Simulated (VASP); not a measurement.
## BeTe: single point with PBE+D3(BJ)

The system is BeTe.

```
Be Te
1.0
    -1.91983    1.91983    7.17935
     1.91983   -1.91983    7.17935
     1.91983    1.91983   -7.17935
Be Te
2 2
Cartesian
  0.0000 1.9198 3.5897
  1.9198 0.0000 3.5897
  0.0000 0.0000 9.2280
  0.0000 0.0000 5.1307
```

```json
{
  "Program": "VASP 6.6.1",
  "Task": "single point",
  "Functional": "PBE",
  "Dispersion": "D3(BJ)",
  "Potentials or basis": "VASP PAW PBE potentials, release 64 (Be, Te)",
  "Cutoff": "520 eV",
  "k mesh": "10 × 10 × 10",
  "Occupations": "gaussian, width 0.02 eV",
  "Spin": "no spin polarisation"
}
```

```json
{
  "Pressure": "0.2 GPa",
  "Largest force": "0.053 eV/Å",
  "Band gap on the k mesh": "2.17 eV (least direct gap 2.18 eV)",
  "Dispersion energy per atom": "-0.292 eV"
}
```

Forces in eV/Å, atoms in the order of the input:
```
Be   0.000  0.000  0.000
Be   0.000  0.000  0.000
Te   0.000  0.000 -0.053
Te   0.000  0.000  0.053
```

Stress tensor (GPa, compression positive):
```
0.14 0.00 0.00
0.00 0.14 0.00
0.00 0.00 0.27
```

Levels at points of the mesh, in eV from the valence-band top:
```
           k point  band 5  band 6  band 7  band 8  band 9  band 10  band 11  band 12
(0.00, 0.00, 0.00)   -2.61   -0.92   -0.11   -0.11    2.21     2.32     3.11     3.62
(0.50, 0.00, 0.00)   -2.48   -1.88   -0.97   -0.92    3.41     3.51     3.59     4.12
(0.50, 0.50, 0.00)   -3.46   -3.35   -3.26   -2.72    2.51     3.08     3.28     3.98
(0.50, 0.50, 0.50)   -2.64   -2.27    0.00    0.00    2.18     2.20     3.17     4.96
```

It took 12 min on 1 thread of AMD EPYC 9R45 (Zen 5), on a shared host, peak memory 0.5 GiB.

Caveat: spin-orbit coupling is left out, which moves the levels of the heavy elements. A k mesh can miss the band edges.
